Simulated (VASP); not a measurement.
# Sb2S (Pn-3m) in VASP: notebook, part 2 of 2

VASP 6.6.1. The steps go on from the part before.

## Step 4: Relaxation of cell and atoms, PBE

The input, INCAR:

```
SYSTEM = Sb2S
ALGO = Normal
EDIFF = 1E-7
EDIFFG = -0.01
ENCUT = 600
GGA = PE
IBRION = 2
ISIF = 3
ISMEAR = 0
LASPH = .True.
LCHARG = .False.
LREAL = .False.
LWAVE = .False.
NELM = 60
NSW = 100
PREC = Accurate
SIGMA = 0.1
```

The input, KPOINTS:

```
k-points
0
Gamma
  6 6 6
  0 0 0
```

The input, POSCAR:

```
Sb2S
1.0
    5.9361098952      0.0000000000      0.0000000000
    0.0000000000      5.9361098952      0.0000000000
    0.0000000000      0.0000000000      5.9361098952
Sb S
4 2
Direct
    0.7500000000      0.7500000000      0.7500000000
    0.2500000000      0.2500000000      0.7500000000
    0.2500000000      0.7500000000      0.2500000000
    0.7500000000      0.2500000000      0.2500000000
    0.0000000000      0.0000000000      0.0000000000
    0.5000000000      0.5000000000      0.5000000000
```

Potentials or basis: VASP PAW PBE potentials, release 64 (Sb, S).

Command:

```console
$ cat potpaw_PBE.64/Sb/POTCAR potpaw_PBE.64/S/POTCAR > POTCAR
$ mpirun -np 1 vasp_std > vasp.out
```

OUTCAR:

```text
SYSTEM = Sb2S
   EDIFF = 1E-7
   EDIFFG = -0.01
   ENCUT = 600
   GGA = PE
   IBRION = 2
   ISIF = 3
   ISMEAR = 0
   LASPH = .True.
   LREAL = .False.
   NELM = 60
   NSW = 100
   PREC = Accurate

 ion  position               nearest neighbor table
   1  0.750  0.750  0.750-   5 2.57   6 2.57
   2  0.250  0.250  0.750-   5 2.57   6 2.57
   3  0.250  0.750  0.250-   5 2.57   6 2.57
   4  0.750  0.250  0.250-   5 2.57   6 2.57
   5  0.000  0.000  0.000-   1 2.57   2 2.57   3 2.57   4 2.57
   6  0.500  0.500  0.500-   1 2.57   2 2.57   3 2.57   4 2.57

  LATTYP: Found a simple cubic cell.
 ALAT       =     5.9361098952

  Lattice vectors:

 A1 = (   5.9361098952,   0.0000000000,   0.0000000000)
 A2 = (   0.0000000000,   5.9361098952,   0.0000000000)
 A3 = (   0.0000000000,   0.0000000000,   5.9361098952)

Analysis of symmetry for initial positions (statically):
[... 178 lines left out ...]
  energy without entropy =      -21.40722779  energy(sigma->0) =      -21.42375644

 E-fermi :   3.9406     XC(G=0):  -8.3872

 val. band max:        3.9376302593   @ k =   0.3333   0.3333   0.3333
 cond. band min:       3.9535113076   @ k =   0.5000   0.3333   0.3333
 fundamental gap:      0.0158810483
 Fermi energy:         3.9405870327

 k-point     1 :       0.0000    0.0000    0.0000
  band No.  band energies     occupation
      1     -10.2960      2.00000
      2      -9.7502      2.00000
      3      -5.2006      2.00000
      4      -5.2006      2.00000
      5      -5.2006      2.00000
      6      -3.4774      2.00000
[... 449 lines left out ...]
     19       5.0213      0.00000
     20       5.0213      0.00000

------------------------ aborting loop because EDIFF is reached ----------------------------------------

  FORCE on cell =-STRESS in cart. coord.  units (eV):
  Direction    XX          YY          ZZ          XY          YZ          ZX
  --------------------------------------------------------------------------------------
  -------------------------------------------------------------------------------------
  Total       -0.0276817     -0.0276817     -0.0276817     -0.0000000     -0.0000000     -0.0000000
  in kB       -0.2120303     -0.2120303     -0.2120303     -0.0000000     -0.0000000     -0.0000000
  external PRESSURE =      -0.2120303 kB  Pullay stress =       0.0000000 kB

 VOLUME and BASIS-vectors are now :
 -----------------------------------------------------------------------------
  energy-cutoff  :      600.00
  volume of cell :      209.17
      direct lattice vectors                 reciprocal lattice vectors
     5.936109895  0.000000000  0.000000000     0.168460493  0.000000000  0.000000000
     0.000000000  5.936109895  0.000000000     0.000000000  0.168460493  0.000000000
     0.000000000  0.000000000  5.936109895     0.000000000  0.000000000  0.168460493

 POSITION                                       TOTAL-FORCE (eV/Angst)
 -----------------------------------------------------------------------------------
      4.45208      4.45208      4.45208         0.000000     -0.000000      0.000000
      1.48403      1.48403      4.45208         0.000000     -0.000000      0.000000
      1.48403      4.45208      1.48403        -0.000000      0.000000      0.000000
      4.45208      1.48403      1.48403        -0.000000      0.000000     -0.000000
      0.00000      0.00000      0.00000        -0.000000     -0.000000     -0.000000
      2.96805      2.96805      2.96805        -0.000000      0.000000     -0.000000
 -----------------------------------------------------------------------------------
    total drift:                               -0.000000      0.000000     -0.000000

  FREE ENERGIE OF THE ION-ELECTRON SYSTEM (eV)
  ---------------------------------------------------
  free  energy   TOTEN  =       -21.4402850977 eV

  energy  without entropy=      -21.4072277904  energy(sigma->0) =      -21.42375644

 reached required accuracy - stopping structural energy minimisation
```

OSZICAR:

```text
N       E                     dE             d eps       ncg     rms          rms(c)
DAV:   1     0.195890640809E+03    0.19589E+03   -0.11848E+04   800   0.141E+03
DAV:   2    -0.593585699905E+00   -0.19648E+03   -0.19096E+03  1056   0.207E+02
DAV:   3    -0.212133511345E+02   -0.20620E+02   -0.19688E+02   992   0.736E+01
DAV:   4    -0.220025018949E+02   -0.78915E+00   -0.75217E+00   944   0.151E+01
DAV:   5    -0.220296522953E+02   -0.27150E-01   -0.27104E-01  1012   0.290E+00    0.118E+01
DAV:   6    -0.214041744106E+02    0.62548E+00   -0.21124E+00   860   0.700E+00    0.739E+00
DAV:   7    -0.214446949606E+02   -0.40521E-01   -0.54101E-01   876   0.353E+00    0.264E+00
DAV:   8    -0.214414875804E+02    0.32074E-02   -0.90687E-02   916   0.156E+00    0.529E-01
DAV:   9    -0.214402350686E+02    0.12525E-02   -0.22122E-02   856   0.846E-01    0.106E-01
DAV:  10    -0.214402485741E+02   -0.13505E-04   -0.18540E-03   860   0.275E-01    0.129E-01
DAV:  11    -0.214402504479E+02   -0.18738E-05   -0.71941E-04   896   0.135E-01    0.442E-02
DAV:  12    -0.214402856747E+02   -0.35227E-04   -0.20383E-04   836   0.861E-02    0.237E-02
DAV:  13    -0.214402859781E+02   -0.30346E-06   -0.13924E-05   908   0.223E-02    0.265E-02
DAV:  14    -0.214402849454E+02    0.10327E-05   -0.77285E-06   932   0.145E-02    0.487E-03
DAV:  15    -0.214402851229E+02   -0.17743E-06   -0.11987E-06   788   0.673E-03    0.382E-03
DAV:  16    -0.214402850977E+02    0.25200E-07   -0.31234E-08   400   0.119E-03
   1 F= -.21440285E+02 E0= -.21423756E+02  d E =-.214403E+02
```

Wall time 4.8 min (1 thread of AMD EPYC 7R13, shared host); peak memory 0.32 GiB.

What came out:

| Quantity | Value |
| --- | --- |
| Free energy | -21.4403 eV |
| Pressure after relaxing | 0.0 GPa |
| Band gap on the k mesh | zero (band 16 reaches 4.59 eV, above the bottom of band 17 at 3.82 eV) |

Final structure:
```
Sb S
1.0
     5.93611    0.00000    0.00000
     0.00000    5.93611    0.00000
     0.00000    0.00000    5.93611
Sb S
4 2
Direct
  0.75000 0.75000 0.75000
  0.25000 0.25000 0.75000
  0.25000 0.75000 0.25000
  0.75000 0.25000 0.25000
  0.00000 0.00000 0.00000
  0.50000 0.50000 0.50000
```

Caveat: the relaxation stopped at its first step, so nothing moved; spin-orbit coupling is left out, which moves the levels of the heavy elements.

## Step 5: Overview

| task | cell | k mesh | cutoff (eV) | gap on the mesh (eV) | pressure (GPa) |
| --- | --- | --- | --- | --- | --- |
| single point | a = 5.936 Å, 6 atoms | 6 × 6 × 6 | 520 | none | 0.0 |
| relaxation of cell and atoms | relaxed from a = 5.665 Å, 6 atoms | 4 × 4 × 4 | 600 | none | 0.0 |
| relaxation of cell and atoms | relaxed from a = 5.936 Å, 6 atoms | 6 × 6 × 6 | 600 | none | 0.0 |

Alike in all rows: level PBE; potentials or basis VASP PAW PBE potentials, release 64 (Sb, S); no spin polarisation; smearing gaussian 0.1 eV.

Caveats: spin-orbit coupling is left out, which moves the levels of the heavy elements; the relaxation stopped at its first step, so nothing moved (some runs).

Absolute energies hang on the potentials; compare differences alone.
